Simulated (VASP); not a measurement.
A run of VASP 6.6.1 is set up as follows.

File INCAR:

```
PREC = Accurate
ENCUT = 520
EDIFF = 1E-6
ISMEAR = 0
SIGMA = 0.1
LREAL = F
LASPH = T
NELM = 100
ALGO = Normal
ISIF = 2
LWAVE = F
LCHARG = T
GGA = PS
LELF = T
LVHAR = T
NBANDS = 15
```

Contents of KPOINTS:

```
regular mesh
0
Gamma
  16 16 16
```

The input POSCAR:

```
ZrC
1.0
    0.0000000000      2.3650000000      2.3650000000
    2.3650000000      0.0000000000      2.3650000000
    2.3650000000      2.3650000000      0.0000000000
Zr C
1 1
Direct
    0.5000000000      0.5000000000      0.5000000000
    0.0000000000      0.0000000000      0.0000000000
```

Potentials or basis: VASP PAW PBE potentials, release 64 (Zr_sv, C).

Command:

```sh
$ cat potpaw_PBE.64/Zr_sv/POTCAR potpaw_PBE.64/C/POTCAR > POTCAR
$ mpirun -np 1 vasp_std > vasp.out
```

Q: Predict the band gap on the k mesh.

A: Zero (bands 8 and 9 overlap by 1.32 eV).

Q: Predict the pressure.

A: -8.2 GPa.

Caveat: the cell stands under tension; the PAW data sets were made with another functional, which shifts forces and pressure a little.
